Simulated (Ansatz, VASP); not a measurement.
# Two plane-wave programs on FeO

```xyz
2
Lattice="0.0000 2.1554 2.1554 2.1554 0.0000 2.1554 2.1554 2.1554 0.0000" Properties=species:S:1:pos:R:3 pbc="T T T"
Fe    0.0000    0.0000    0.0000
O     2.1554    2.1554    2.1554
```

Alike in both runs: task single point; functional PBE; k mesh 9 × 9 × 9; occupations fermi-dirac, width 0.05 eV; collinear spin; fixed moment 3 μB.

|  | VASP | Ansatz |
| --- | --- | --- |
| version | VASP 6.6.1 | Ansatz 0.2.0 |
| potentials or method | VASP PAW PBE potentials, release 64 (Fe_sv, O) | Ansatz PAW |
| plane-wave cutoff (eV) | 700 | 420 |
| valence electrons in the cell | 22 | 22 |

Ansatz gave:

| Item | Value |
| --- | --- |
| pressure (GPa) | -11.0 |
| net moment per atom (μB) | 1.50 |
| size of the moment on the site where the two differ most (μB) | 2.73 |

Question: Which values does VASP return?

Answer: Pressure (GPa): -12.1; net moment per atom (μB): 1.50; size of the moment on the site where the two differ most (μB): 2.75.

Site moments also hang on the region over which each program counts them.
